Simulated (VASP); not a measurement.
A run of VASP 6.6.1:

The input INCAR:

```
ALGO     = Fast           # electronic algorithm
EDIFF    = 1E-6           # SCF threshold, eV
ENCUT    = 520            # plane-wave cutoff, eV
GGA      = PE             # functional
ISIF     = 2              # what is computed and relaxed
ISMEAR   = 0              # smearing method
IVDW     = 12             # dispersion correction
LASPH    = T              # aspherical terms in the spheres
LCHARG   = T              # write CHGCAR
LELF     = T              # ELF
LREAL    = F              # projectors in reciprocal space
LVHAR    = T            
LWAVE    = F              # write WAVECAR
NBANDS   = 14             # bands
NELM     = 100            # most SCF steps
PREC     = Accurate       # precision mode
SIGMA    = 0.15           # smearing width, eV
```

The input KPOINTS:

```
k-points
0
Gamma
  18 18 18
```

The input POSCAR:

```
Bi
1.0
   -1.9446554389      1.9446554389      2.0955607010
    1.9446554389     -1.9446554389      2.0955607010
    1.9446554389      1.9446554389     -2.0955607010
Bi
1
Direct
    0.0000000000      0.0000000000      0.0000000000
```

Potentials or basis: VASP PAW PBE potentials, release 64 (Bi_d).

Command:

```console
$ cat potpaw_PBE.64/Bi_d/POTCAR > POTCAR
$ mpirun -np 1 vasp_std > vasp.out
```

Hardware: 1 thread of AMD EPYC 9R45 96-Core Processor (Zen 5) (shared host).

Problem. Estimate the wall time of this run.

Solution. It took 2.2 min on 1 thread of AMD EPYC 9R45 96-Core Processor (Zen 5), on a shared host, peak memory 0.28 GiB. Counts: scf iterations 12, k points 480.
